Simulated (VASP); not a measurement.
# Hf3O (Pm-3m) in VASP: a series of runs

The runs below take Hf3O through single point, with PBE.

Everything below comes from runs of VASP 6.6.1. Logs are shortened: lines on timing, memory, paths and dates and some standing lists are left out, and cuts for length are marked.

## 1. The cell of the first run

Symmetry: Pm-3m, No. 221, cubic system. Conventional cell: a = 4.015 Å, b = 4.015 Å, c = 4.015 Å, α = 90.00°, β = 90.00°, γ = 90.00°. Hf (site symmetry 4/mmm) has 8 Hf at 2.84 Å and 4 O at 2.84 Å within 3.7 Å. O (site symmetry m-3m) has 12 Hf at 2.84 Å within 3.7 Å.

## 2. Single point, PBE

The input, INCAR:

```
SYSTEM = Hf3O
ALGO     = Normal         ! electronic algorithm
EDIFF    = 1E-6           ! SCF threshold, eV
ENCUT    = 520            ! plane-wave cutoff, eV
GGA      = PE             ! functional
ISIF     = 2              ! what is computed and relaxed
ISMEAR   = 0              ! smearing method
LASPH    = .TRUE.         ! aspherical terms in the spheres
LCHARG   = .FALSE.        ! write CHGCAR
LREAL    = .FALSE.        ! projectors in reciprocal space
LWAVE    = .FALSE.        ! write WAVECAR
NBANDS   = 26             ! bands
NELM     = 80             ! most SCF steps
PREC     = Accurate       ! precision mode
SIGMA    = 0.1            ! smearing width, eV
```

The input, KPOINTS:

```
k-points
0
G
  4 4 4
  0 0 0
```

The input, POSCAR:

```
Hf3O
1.0
    4.0153381481      0.0000000000      0.0000000000
    0.0000000000      4.0153381481      0.0000000000
    0.0000000000      0.0000000000      4.0153381481
Hf O
3 1
Direct
    0.0000000000      0.5000000000      0.5000000000
    0.5000000000      0.0000000000      0.5000000000
    0.5000000000      0.5000000000      0.0000000000
    0.0000000000      0.0000000000      0.0000000000
```

Potentials or basis: VASP PAW PBE potentials, release 64 (Hf_pv, O).

Launch:

```
$ cat potpaw_PBE.64/Hf_pv/POTCAR potpaw_PBE.64/O/POTCAR > POTCAR
$ mpirun -np 1 vasp_std > vasp.out
```

OUTCAR:

```text
SYSTEM = Hf3O
   EDIFF = 1E-6
   ENCUT = 520
   GGA = PE
   ISIF = 2
   ISMEAR = 0
   LASPH = .TRUE.
   LREAL = .FALSE.
   NELM = 80
   PREC = Accurate

 ion  position               nearest neighbor table
   1  0.000  0.500  0.500-   2 2.84   3 2.84   4 2.84   3 2.84   4 2.84   2 2.84   4 2.84   4 2.84
                             2 2.84   3 2.84   3 2.84   2 2.84
   2  0.500  0.000  0.500-   1 2.84   3 2.84   4 2.84   3 2.84   4 2.84   1 2.84   3 2.84   3 2.84
                             1 2.84   4 2.84   4 2.84   1 2.84
   3  0.500  0.500  0.000-   1 2.84   2 2.84   4 2.84   1 2.84   2 2.84   2 2.84   4 2.84   2 2.84
                             1 2.84   4 2.84   1 2.84   4 2.84
   4  0.000  0.000  0.000-   1 2.84   2 2.84   3 2.84   1 2.84   2 2.84   1 2.84   3 2.84   1 2.84
                             2 2.84   3 2.84   2 2.84   3 2.84

  LATTYP: Found a simple cubic cell.
 ALAT       =     4.0153381481

  Lattice vectors:

 A1 = (   4.0153381481,   0.0000000000,   0.0000000000)
 A2 = (   0.0000000000,   4.0153381481,   0.0000000000)
 A3 = (   0.0000000000,   0.0000000000,   4.0153381481)

Analysis of symmetry for initial positions (statically):
=====================================================================
 Subroutine PRICEL returns:
 Original cell was already a primitive cell.

 Routine SETGRP: Setting up the symmetry group for a
 simple cubic supercell.

 Subroutine GETGRP returns: Found 48 space group operations
 (whereof 48 operations were pure point group operations)
 out of a pool of 48 trial point group operations.

The static configuration has the point symmetry O_h .

Analysis of symmetry for dynamics (positions and initial velocities):
=====================================================================
 Subroutine PRICEL returns:
 Original cell was already a primitive cell.

 Routine SETGRP: Setting up the symmetry group for a
 simple cubic supercell.

 Subroutine GETGRP returns: Found 48 space group operations
 (whereof 48 operations were pure point group operations)
 out of a pool of 48 trial point group operations.

The dynamic configuration has the point symmetry O_h .

 Subroutine INISYM returns: Found 48 space group operations
 (whereof 48 operations are pure point group operations),
 and found     1 'primitive' translations

----------------------------------------------------------------------------------------

                                     Primitive cell

[... 78 lines left out ...]
   NELM   =     80;   NELMIN=  2; NELMDL= -5     # of ELM steps
   EDIFF  = 0.1E-05   stopping-criterion for ELM
   LREAL  =      F    real-space projection
   EDIFFG = 0.1E-04   stopping-criterion for IOM
   NSW    =      0    number of steps for IOM
   IBRION =     -1    ionic relax: 0-MD 1-quasi-New 2-CG
   NFREE  =      0    steps in history (QN), initial steepest desc. (CG)
   ISIF   =      2    stress and relaxation
   ISYM   =      2    0-nonsym 1-usesym 2-fastsym
   POTIM  = 0.5000    time-step for ionic-motion
   TEBEG  =    0.0;   TEEND  =   0.0 temperature during run
   PSTRESS=    0.0 pullay stress
   NELECT =      36.0000    total number of electrons
   NUPDOWN=      -1.0000    fix difference up-down
   EMIN   =  10.00;   EMAX   =-10.00  energy-range for DOS
   EFERMI =   0.00;   METHOD = LEGACY
   ISMEAR =     0;   SIGMA  =   0.10  broadening in eV -4-tet -1-fermi 0-gaus
   EFERMI_NEDOS =   21; number of points for ismear=-14 and -15
   IALGO  =     38    algorithm
   IMIX   =      4    mixing-type and parameters
     AMIX     =   0.40;   BMIX     =  1.00
     AMIX_MAG =   1.60;   BMIX_MAG =  1.00
  volume/ion in A,a.u.               =      16.18       109.22
  Fermi-wavevector in a.u.,A,eV,Ry     =   1.346233  2.544011 24.658425  1.812343
  Thomas-Fermi vector in A             =   2.474081
   LORBIT       =      0    0 simple, 1 ext, 2 COOP (PROOUT), +10 PAW based schemes
   GGA     = PE    functional components
   LHFCALC =     F    Hartree Fock is set to
   AEXX    =    0.0000 exact exchange contribution
   IVDW    =     0    specifies the selected vdW correction
   LEPSILON=     F    determine dielectric tensor
   LRPA    =     F    only Hartree local field effects (RPA)
 non-spin polarized calculation
 Gauss-broadening in eV      SIGMA  =   0.10
  energy-cutoff  :      520.00
  volume of cell :       64.74
 maximum number of plane-waves:      1763
 NGX is ok and might be reduce to    30
   NGX = 15   NGY = 15   NGZ = 15

 number of electron      35.9999993 magnetization

 Free energy of the ion-electron system (eV)
  ---------------------------------------------------
  ext. energy  EPLUGINS =         0.00000000
  ---------------------------------------------------
  free energy    TOTEN  =       -33.34980690 eV

  energy without entropy =      -33.32933766  energy(sigma->0) =      -33.33957228

 E-fermi :   5.9302     XC(G=0): -11.9697

 val. band max:        5.7201792965   @ k =   0.5000   0.0000   0.0000
 cond. band min:       5.9429395122   @ k =   0.5000   0.2500   0.2500
 fundamental gap:      0.2227602158
 Fermi energy:         5.9301660335

 k-point     1 :       0.0000    0.0000    0.0000
  band No.  band energies     occupation
      1     -25.0803      2.00000
      2     -25.0803      2.00000
      3     -25.0803      2.00000
      4     -24.2494      2.00000
      5     -24.2494      2.00000
      6     -24.2494      2.00000
[... 279 lines left out ...]
     25      10.9094      0.00000
     26      10.9096      0.00000

------------------------ aborting loop because EDIFF is reached ----------------------------------------

  FORCE on cell =-STRESS in cart. coord.  units (eV):
  Direction    XX          YY          ZZ          XY          YZ          ZX
  --------------------------------------------------------------------------------------
  -------------------------------------------------------------------------------------
  Total        6.9986508      6.9986508      6.9986508     -0.0000000      0.0000000      0.0000000
  in kB      173.2042448    173.2042448    173.2042448     -0.0000000      0.0000000      0.0000000
  external PRESSURE =     173.2042448 kB  Pullay stress =       0.0000000 kB

 VOLUME and BASIS-vectors are now :
 -----------------------------------------------------------------------------
  energy-cutoff  :      520.00
  volume of cell :       64.74
      direct lattice vectors                 reciprocal lattice vectors
     4.015338148  0.000000000  0.000000000     0.249045028  0.000000000  0.000000000
     0.000000000  4.015338148  0.000000000     0.000000000  0.249045028  0.000000000
     0.000000000  0.000000000  4.015338148     0.000000000  0.000000000  0.249045028

 POSITION                                       TOTAL-FORCE (eV/Angst)
 -----------------------------------------------------------------------------------
      0.00000      2.00767      2.00767         0.000000      0.000000      0.000000
      2.00767      0.00000      2.00767         0.000000      0.000000      0.000000
      2.00767      2.00767      0.00000         0.000000      0.000000      0.000000
      0.00000      0.00000      0.00000         0.000000      0.000000      0.000000
 -----------------------------------------------------------------------------------
    total drift:                                0.000000      0.000000     -0.000000

  FREE ENERGIE OF THE ION-ELECTRON SYSTEM (eV)
  ---------------------------------------------------
  free  energy   TOTEN  =       -33.3498068952 eV

  energy  without entropy=      -33.3293376589  energy(sigma->0) =      -33.33957228
```

Wall time 8.3 s (1 thread of Intel Xeon 6975P-C (Granite Rapids), shared host); peak memory 0.17 GiB.

Results:

- Free energy: -33.3498 eV
- Pressure: 17.3 GPa
- Band gap on the k mesh: zero (band 18 reaches 7.13 eV, above the bottom of band 19 at 3.71 eV)

Levels at points of the mesh, in eV from the Fermi level:
```csv
k point,band 15,band 16,band 17,band 18,band 19,band 20
"(0.00, 0.00, 0.00)",-2.97,-2.69,-2.69,-2.22,-2.22,-2.22
"(0.50, 0.00, 0.00)",-1.58,-1.22,-0.21,-0.21,1.15,1.15
"(0.50, 0.50, 0.00)",-1.28,-1.28,-0.35,1.20,1.29,1.29
"(0.50, 0.50, 0.50)",-3.42,-3.42,-1.18,1.00,1.00,1.00
```

Caveat: the k points lie up to 0.39 Å⁻¹ apart; spin-orbit coupling is left out, which moves the levels of the heavy elements.

## 3. Single point, PBE

This run uses another cell than the first one, of 18.67 Å³/atom, 1.153 times its volume.

The input, INCAR:

```
SYSTEM = Hf3O
PREC     = Accurate       ! precision mode
ENCUT    = 520            ! plane-wave cutoff, eV
EDIFF    = 1E-6           ! SCF threshold, eV
ISMEAR   = 0              ! smearing method
SIGMA    = 0.1            ! smearing width, eV
LREAL    = .FALSE.        ! projectors in reciprocal space
LASPH    = .TRUE.         ! aspherical terms in the spheres
NELM     = 80             ! most SCF steps
ALGO     = Normal         ! electronic algorithm
ISIF     = 2              ! what is computed and relaxed
LWAVE    = .FALSE.        ! write WAVECAR
LCHARG   = .FALSE.        ! write CHGCAR
GGA      = PE             ! functional
NBANDS   = 26             ! bands
```

The input, KPOINTS:

```
Automatic mesh
0
G
  4 4 4
  0 0 0
```

The input, POSCAR:

```
Hf3O
1.0
    4.2110858828      0.0000000000      0.0000000000
    0.0000000000      4.2110858828      0.0000000000
    0.0000000000      0.0000000000      4.2110858828
Hf O
3 1
Direct
    0.0000000000      0.5000000000      0.5000000000
    0.5000000000      0.0000000000      0.5000000000
    0.5000000000      0.5000000000      0.0000000000
    0.0000000000      0.0000000000      0.0000000000
```

Potentials or basis: VASP PAW PBE potentials, release 64 (Hf_pv, O).

Launch:

```
$ cat potpaw_PBE.64/Hf_pv/POTCAR potpaw_PBE.64/O/POTCAR > POTCAR
$ mpirun -np 1 vasp_std > vasp.out
```

Wall time 8.3 s (1 thread of Intel Xeon 6975P-C (Granite Rapids), shared host); peak memory 0.17 GiB.

It converged, with:

```
Free energy            : -33.8238 eV
Pressure               : -0.4 GPa
Band gap on the k mesh : zero (band 18 reaches 5.77 eV, above the bottom of band 19 at 3.05 eV)
```

Levels at points of the mesh, in eV from the Fermi level:
```tsv
k point	band 16	band 17	band 18	band 19	band 20	band 21
(0.00, 0.00, 0.00)	-2.18	-2.18	-1.70	-1.70	-1.70	3.42
(0.50, 0.00, 0.00)	-1.16	-0.08	-0.06	0.94	0.94	1.11
(0.50, 0.50, 0.00)	-1.08	-0.35	0.89	1.15	1.15	1.20
(0.50, 0.50, 0.50)	-3.08	-0.93	1.03	1.03	1.03	1.51
```

Caveat: the k points lie up to 0.37 Å⁻¹ apart; spin-orbit coupling is left out, which moves the levels of the heavy elements.
